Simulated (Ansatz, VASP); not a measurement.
One calculation of TaSi, two programs

The input INCAR:

```
PREC     = Accurate       # precision mode
ENCUT    = 520            # plane-wave cutoff, eV
EDIFF    = 1E-6           # SCF threshold, eV
ISMEAR   = -1             # smearing method
SIGMA    = 0.05           # smearing width, eV
LREAL    = False          # projectors in reciprocal space
LASPH    = True           # aspherical terms in the spheres
NELM     = 100            # most SCF steps
ALGO     = Normal         # electronic algorithm
ISIF     = 2              # what is computed and relaxed
LWAVE    = False          # write WAVECAR
LCHARG   = False          # write CHGCAR
GGA      = PE             # functional
NBANDS   = 14             # bands
```

Contents of KPOINTS:

```
Automatic mesh
0
Gamma
  14 14 14
```

The input POSCAR:

```
TaSi
1.0
    0.0000000000      2.2642935092      2.2642935092
    2.2642935092      0.0000000000      2.2642935092
    2.2642935092      2.2642935092      0.0000000000
Ta Si
1 1
Direct
    0.0000000000      0.0000000000      0.0000000000
    0.5000000000      0.5000000000      0.5000000000
```

Input for Ansatz:

```yaml
crystal:
  lattice:
    - [0.0, 2.2642935092, 2.2642935092]
    - [2.2642935092, 0.0, 2.2642935092]
    - [2.2642935092, 2.2642935092, 0.0]
  atoms:
    - { symbol: Ta, position: [0.0, 0.0, 0.0] }
    - { symbol: Si, position: [0.5, 0.5, 0.5] }
kpoints:
  mp_grid: { grid: [14, 14, 14] }
scf:
  occupations: { method: fermi_dirac, width: 0.05 }
hamiltonian:
  xc: pbe
  pseudopotentials: { kind: all_electron, lapw: { basis_error: 0.001 } }
output:
  forces: true
  stress: true
  eigenvalues: true
  populations: true
```

Change from the starting cell: volume scaled by 0.68, LAPW.

Alike in both runs: task single point; functional PBE; k mesh 14 × 14 × 14; occupations fermi-dirac, width 0.05 eV; no spin polarisation.

|  | VASP | Ansatz |
| --- | --- | --- |
| version | VASP 6.6.1 | Ansatz 0.2.0 |
| potentials or method | VASP PAW PBE potentials, release 64 (Ta_pv, Si), cutoff 520 eV | all-electron LAPW, scalar-relativistic |

|  | VASP | Ansatz | Ansatz less VASP |
| --- | --- | --- | --- |
| pressure (GPa) | 131.2 | 127.9 | -3.31 |

Both programs put the cell under a high pressure, so it lies far from rest at this level. Ansatz ran all-electron here, and VASP with PAW potentials.

Spin-orbit coupling is off throughout. Noted on VASP's run: the cell as given lies far from equilibrium.
